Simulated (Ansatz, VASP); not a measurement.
**ZnCu in VASP and in Ansatz**

The input INCAR:

```
SYSTEM = ZnCu
PREC = Accurate ; ENCUT = 520
EDIFF = 1E-6 ; ISMEAR = 0
SIGMA = 0.15 ; LREAL = .FALSE.
LASPH = .TRUE. ; NELM = 60
ALGO = Fast ; ISIF = 2
LWAVE = .FALSE. ; LCHARG = .TRUE.
GGA = PS ; LELF = .TRUE.
LVHAR = .TRUE. ; NBANDS = 18
```

The input KPOINTS:

```
Automatic mesh
0
G
  18 18 18
  0 0 0
```

The input POSCAR:

```
ZnCu
1.0
    2.9917462481     -0.1559141097     -0.1559141097
   -0.1559141097      2.9917462481     -0.1559141097
   -0.1559141097     -0.1559141097      2.9917462481
Zn Cu
1 1
Direct
    0.5000000000      0.5000000000      0.5000000000
    0.0000000000      0.0000000000      0.0000000000
```

Input for Ansatz:

```yaml
crystal:
  lattice:
    - [2.9917462481, -0.1559141097, -0.1559141097]
    - [-0.1559141097, 2.9917462481, -0.1559141097]
    - [-0.1559141097, -0.1559141097, 2.9917462481]
  atoms:
    - { symbol: Zn, position: [0.5, 0.5, 0.5] }
    - { symbol: Cu, position: [0.0, 0.0, 0.0] }
basis:
  ecutwfc: 520.0
kpoints:
  mp_grid: { grid: [18, 18, 18] }
hamiltonian:
  xc: pbesol
  pseudopotentials: { kind: paw }
scf:
  occupations: { method: gaussian, width: 0.15 }
output:
  forces: true
  stress: true
  eigenvalues: true
```

Alike in both runs: task single point; functional PBEsol; k mesh 18 × 18 × 18; occupations gaussian, width 0.15 eV; no spin polarisation.

|  | VASP | Ansatz |
| --- | --- | --- |
| version | VASP 6.6.1 | Ansatz 0.2.0 |
| potentials or method | VASP PAW PBE potentials, release 64 (Zn, Cu), cutoff 520 eV | scalar-relativistic, plane waves, PAW |
| valence electrons in the cell | 23 | 31 |

```csv
,VASP,Ansatz,Ansatz less VASP
gap on the k mesh at the Fermi level (eV),none,none,-
pressure (GPa),-3.0,-3.9,-0.95
"traceless stress, the component that is largest in VASP (GPa)",11.93,11.80,-0.127
```

VASP's potentials were made for PBE, not for PBEsol. A gap of «none» marks a metal or a gap that the smearing closes. The functional is the same, so the differences come from potentials, cutoffs and numerics. VASP's potentials hold 23 valence electrons a cell and Ansatz's 31, so a difference there can come from the potentials and not from the codes.
